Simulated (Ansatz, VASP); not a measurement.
One calculation of HfO2, two programs

File POSCAR:

```
HfO2
1.0
    0.0000000000      2.5575000000      2.5575000000
    2.5575000000      0.0000000000      2.5575000000
    2.5575000000      2.5575000000      0.0000000000
Hf O
1 2
Direct
    0.0000000000      0.0000000000      0.0000000000
    0.7500000000      0.7500000000      0.7500000000
    0.2500000000      0.2500000000      0.2500000000
```

The input INCAR.step1:

```
PREC = Accurate ; ENCUT = 520
ISMEAR = -1 ; SIGMA = 0.1
LREAL = False ; LASPH = True
NELM = 100 ; NBANDS = 18
GGA = PE ; ALGO = Normal
EDIFF = 1E-4 ; LWAVE = True
LCHARG = False
```

File INCAR.step2:

```
PREC = Accurate ; ENCUT = 520
EDIFF = 1E-6 ; ISMEAR = -1
SIGMA = 0.1 ; LREAL = False
LASPH = True ; NELM = 100
ALGO = Normal ; ISIF = 2
LWAVE = False ; LCHARG = False
METAGGA = R2SCAN ; LMIXTAU = True
LUSE_VDW = True ; IVDW_NL = 2
BPARAM = 11.95 ; CPARAM = 0.0093
NBANDS = 18 ; ISTART = 1
```

The input KPOINTS:

```
regular mesh
0
Gamma
  9 9 9
```

Contents of input.yaml:

```yaml
crystal:
  lattice:
    - [0.0, 2.5575, 2.5575]
    - [2.5575, 0.0, 2.5575]
    - [2.5575, 2.5575, 0.0]
  atoms:
    - { symbol: Hf, position: [0.0, 0.0, 0.0] }
    - { symbol: O, position: [0.75, 0.75, 0.75] }
    - { symbol: O, position: [0.25, 0.25, 0.25] }
hamiltonian:
  xc: r2scan
  pseudopotentials: { kind: paw, core: small }
  dispersion: rvv10
kpoints:
  mp_grid: { grid: [9, 9, 9] }
scf:
  occupations: { method: fermi_dirac, width: 0.1 }
  n_extra_bands: 7
  convergence: { dr2_threshold: 1.0e-09 }
  mixing: { algorithm: broyden, beta: 0.2 }
output:
  forces: true
  stress: true
  eigenvalues: true
  dos: { projected: true, de: 0.05, nscf_kmesh: { grid: [14, 14, 14] } }
```

Alike in both runs: functional r2SCAN; dispersion rVV10; k mesh 9 × 9 × 9; occupations fermi-dirac, width 0.1 eV; no spin polarisation.

```csv
,VASP,Ansatz
version,VASP 6.6.1,Ansatz 0.2.0
potentials or method,"VASP PAW PBE potentials, release 64 (Hf_pv, O)",Ansatz PAW
plane-wave cutoff (eV),520,500
valence electrons in the cell,22,38
task,single point,projected density of states
```

```tsv
	VASP	Ansatz	Ansatz less VASP
gap on the k mesh at the Fermi level (eV)	4.29	4.28	-0.005
least direct gap on the mesh (eV)	4.40	4.39	-0.005
pressure (GPa)	-13.4	-10.2	+3.24
```

VASP's potentials were made for PBE, not for r2SCAN. VASP's potentials hold 22 valence electrons a cell and Ansatz's 38, so a difference there can come from the potentials and not from the codes.

Neither program's run includes spin-orbit coupling. Noted on Ansatz's run: odd divisions of the mesh miss points on the zone boundary, where band edges often lie, so the gap on the mesh can be too wide.
